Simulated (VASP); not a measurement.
Write the native input for VASP 6.6.1 that does the following.

```yaml
Task: single point
Functional: LDA
Potentials_or_basis: VASP PAW LDA potentials, release 64 (Si, O)
Cutoff: 520 eV
k_mesh: 6 × 6 × 8
Occupations: gaussian, width 0.05 eV
Spin: no spin polarisation
Dipole_correction: no
Further_INCAR_settings: ALGO = Normal; EDIFF = 1e-07; NBANDS = 25
```

The structure of SiO2 lies in POSCAR:

```
SiO2
1.0
    4.2798000000      0.0000000000      0.0000000000
    0.0000000000      4.2798000000      0.0000000000
    0.0000000000      0.0000000000      2.9807000000
Si O
2 4
Direct
    0.5000000000      0.5000000000      0.5000000000
    0.0000000000      0.0000000000      0.0000000000
    0.6944252994      0.6944252994      0.0000000000
    0.1944252994      0.8055747006      0.5000000000
    0.3055747006      0.3055747006      0.0000000000
    0.8055747006      0.1944252994      0.5000000000
```

These files were run (other wordings do the same):

INCAR

```
SYSTEM = SiO2
PREC = Accurate ; ENCUT = 520
EDIFF = 1E-7 ; ISMEAR = 0
SIGMA = 0.05 ; LREAL = .FALSE.
LASPH = .TRUE. ; NELM = 60
ALGO = Normal ; ISIF = 2
LWAVE = .FALSE. ; LCHARG = .TRUE.
LELF = .TRUE. ; LVHAR = .TRUE.
NBANDS = 25
```

KPOINTS

```
regular mesh
0
G
  6 6 8
  0 0 0
```

Potentials or basis: VASP PAW LDA potentials, release 64 (Si, O).

The run is started by

```sh
$ cat potpaw_LDA.64/Si/POTCAR potpaw_LDA.64/O/POTCAR > POTCAR
$ mpirun -np 1 vasp_std > vasp.out
```

Results of the run:

| Item | Value |
| --- | --- |
| Pressure | -41.1 GPa |
| Largest force | 0.012 eV/Å |
| Band gap on the k mesh | 2.67 eV, direct |

It took 31 s on 1 thread of AMD EPYC 9R45 96-Core Processor (Zen 5) (shared host), peak memory 0.14 GiB.
